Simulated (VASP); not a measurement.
# Sb (Pm-3m) in VASP: a series of runs, part 2 of 2

VASP 6.6.1.

## 5. Single point, PBEsol (volume scaled by 0.84)

Input file INCAR:

```
SYSTEM = Sb
ALGO = Normal
EDIFF = 1E-6
ENCUT = 520
GGA = PS
ISIF = 2
ISMEAR = -1
LASPH = .True.
LCHARG = .True.
LELF = .True.
LREAL = .False.
LVHAR = .True.
LWAVE = .False.
NBANDS = 8
NELM = 60
PREC = Accurate
SIGMA = 0.05
```

Input file KPOINTS:

```
k-points
0
Gamma
  14 14 14
  0 0 0
```

Input file POSCAR:

```
Sb
1.0
    2.8887089236      0.0000000000      0.0000000000
    0.0000000000      2.8887089236      0.0000000000
    0.0000000000      0.0000000000      2.8887089236
Sb
1
Direct
    0.0000000000      0.0000000000      0.0000000000
```

Potentials or basis: VASP PAW PBE potentials, release 64 (Sb).

Started as:

```
$ cat potpaw_PBE.64/Sb/POTCAR > POTCAR
$ mpirun -np 1 vasp_std > vasp.out
```

OUTCAR:

```text
SYSTEM = Sb
   EDIFF = 1E-6
   ENCUT = 520
   GGA = PS
   ISIF = 2
   ISMEAR = -1
   LASPH = .True.
   LREAL = .False.
   NELM = 60
   PREC = Accurate

 ion  position               nearest neighbor table
   1  0.000  0.000  0.000-

  LATTYP: Found a simple cubic cell.
 ALAT       =     2.8887089236

  Lattice vectors:

 A1 = (   2.8887089236,   0.0000000000,   0.0000000000)
 A2 = (   0.0000000000,   2.8887089236,   0.0000000000)
 A3 = (   0.0000000000,   0.0000000000,   2.8887089236)

Analysis of symmetry for initial positions (statically):
=====================================================================
 Subroutine PRICEL returns:
 Original cell was already a primitive cell.

 Routine SETGRP: Setting up the symmetry group for a
 simple cubic supercell.

 Subroutine GETGRP returns: Found 48 space group operations
[... 9 lines left out ...]

 Routine SETGRP: Setting up the symmetry group for a
 simple cubic supercell.

 Subroutine GETGRP returns: Found 48 space group operations
[... 11 lines left out ...]
                                     Primitive cell

  volume of cell :      24.1052

  direct lattice vectors                    reciprocal lattice vectors
     2.888708924  0.000000000  0.000000000     0.346175411  0.000000000  0.000000000
     0.000000000  2.888708924  0.000000000     0.000000000  0.346175411  0.000000000
     0.000000000  0.000000000  2.888708924     0.000000000  0.000000000  0.346175411

  length of vectors
     2.888708924  2.888708924  2.888708924     0.346175411  0.346175411  0.346175411

  position of ions in fractional coordinates (direct lattice)
     0.000000000  0.000000000  0.000000000

  ion indices of the primitive-cell ions
   primitive index   ion index
                 1           1

----------------------------------------------------------------------------------------

 KPOINTS: k-points

Automatic generation of k-mesh.
[... 79 lines left out ...]
   EMIN   =  10.00;   EMAX   =-10.00  energy-range for DOS
   EFERMI =   0.00;   METHOD = LEGACY
   ISMEAR =    -1;   SIGMA  =   0.05  broadening in eV -4-tet -1-fermi 0-gaus
   EFERMI_NEDOS =   21; number of points for ismear=-14 and -15
   IALGO  =     38    algorithm
   IMIX   =      4    mixing-type and parameters
     AMIX     =   0.40;   BMIX     =  1.00
     AMIX_MAG =   1.60;   BMIX_MAG =  1.00
  volume/ion in A,a.u.               =      24.11       162.67
  Fermi-wavevector in a.u.,A,eV,Ry     =   0.969083  1.831302 12.777533  0.939122
  Thomas-Fermi vector in A             =   2.099106
   LORBIT       =      0    0 simple, 1 ext, 2 COOP (PROOUT), +10 PAW based schemes
   GGA     = PS    functional components
   LHFCALC =     F    Hartree Fock is set to
   AEXX    =    0.0000 exact exchange contribution
   IVDW    =     0    specifies the selected vdW correction
   LEPSILON=     F    determine dielectric tensor
   LRPA    =     F    only Hartree local field effects (RPA)
 non-spin polarized calculation
  energy-cutoff  :      520.00
  volume of cell :       24.11
 maximum number of plane-waves:       672
 NGX is ok and might be reduce to    24
   NGX = 11   NGY = 11   NGZ = 11

 number of electron       5.0000000 magnetization

 Free energy of the ion-electron system (eV)
  ---------------------------------------------------
  ext. energy  EPLUGINS =         0.00000000
  ---------------------------------------------------
  free energy    TOTEN  =        -4.33713250 eV

  energy without entropy =       -4.33392379  energy(sigma->0) =       -4.33552814

 E-fermi :   9.9448     XC(G=0): -10.6770

 val. band max:        9.9048905177   @ k =   0.2857   0.2143   0.0714
 cond. band min:       9.9473431799   @ k =   0.3571   0.3571   0.3571
 fundamental gap:      0.0424526623
 Fermi energy:         9.9447842609

 k-point     1 :       0.0000    0.0000    0.0000
  band No.  band energies     occupation
      1      -4.3079      2.00000
      2      13.7445      0.00000
      3      13.7445      0.00000
      4      13.7445      0.00000
      5      17.1592      0.00000
      6      17.1592      0.00000
      7      19.4650      0.00000
      8      28.8630      0.00000
[... 243 lines left out ...]
 k-point    24 :       0.3571    0.2143    0.0000
  band No.  band energies     occupation
      1      -1.3149      2.00000
      2       5.4298      2.00000
      3      10.4628      0.00006
      4      16.6571      0.00000
      5      17.1576      0.00000
      6      20.1504      0.00000
      7      23.7981      0.00000
      8      23.8120      0.00000

 [... further k-points ...]
[... 5 lines left out ...]
  --------------------------------------------------------------------------------------
  -------------------------------------------------------------------------------------
  Total        2.4968874      2.4968874      2.4968874     -0.0000000     -0.0000000      0.0000000
  in kB      165.9580024    165.9580024    165.9580024     -0.0000000     -0.0000000      0.0000000
  external PRESSURE =     165.9580024 kB  Pullay stress =       0.0000000 kB

 VOLUME and BASIS-vectors are now :
 -----------------------------------------------------------------------------
  energy-cutoff  :      520.00
  volume of cell :       24.11
      direct lattice vectors                 reciprocal lattice vectors
     2.888708924  0.000000000  0.000000000     0.346175411  0.000000000  0.000000000
     0.000000000  2.888708924  0.000000000     0.000000000  0.346175411  0.000000000
     0.000000000  0.000000000  2.888708924     0.000000000  0.000000000  0.346175411

 POSITION                                       TOTAL-FORCE (eV/Angst)
 -----------------------------------------------------------------------------------
      0.00000      0.00000      0.00000         0.000000      0.000000      0.000000
 -----------------------------------------------------------------------------------
    total drift:                                0.000000      0.000000      0.000000

  FREE ENERGIE OF THE ION-ELECTRON SYSTEM (eV)
  ---------------------------------------------------
  free  energy   TOTEN  =        -4.3371324982 eV

  energy  without entropy=       -4.3339237905  energy(sigma->0) =       -4.33552814
```

It took 7.2 s on 1 thread of AMD EPYC 9R45 (Zen 5), shared host; peak memory 0.12 GiB.

Results:

* Free energy: -4.3371 eV
* Pressure: 16.6 GPa

Caveat: the PAW data sets were made with another functional, which shifts forces and pressure a little; spin-orbit coupling is left out, which moves the levels of the heavy elements.

## 6. Summary

```csv
cell,gap on the mesh (eV),pressure (GPa)
"a = 2.582 Å, 1 atom",none,107.5
"a = 2.692 Å, 1 atom",none,60.5
"a = 2.794 Å, 1 atom",none,33.5
"a = 2.889 Å, 1 atom",none,16.6
```

Alike in all rows: task single point; level PBEsol; potentials or basis VASP PAW PBE potentials, release 64 (Sb); no spin polarisation; k mesh 14 × 14 × 14; cutoff (eV) 520; smearing fermi-dirac 0.05 eV.

Caveats: the PAW data sets were made with another functional, which shifts forces and pressure a little; spin-orbit coupling is left out, which moves the levels of the heavy elements.

Total energies depend on the potentials used, so only differences within one code and one set of settings carry meaning.
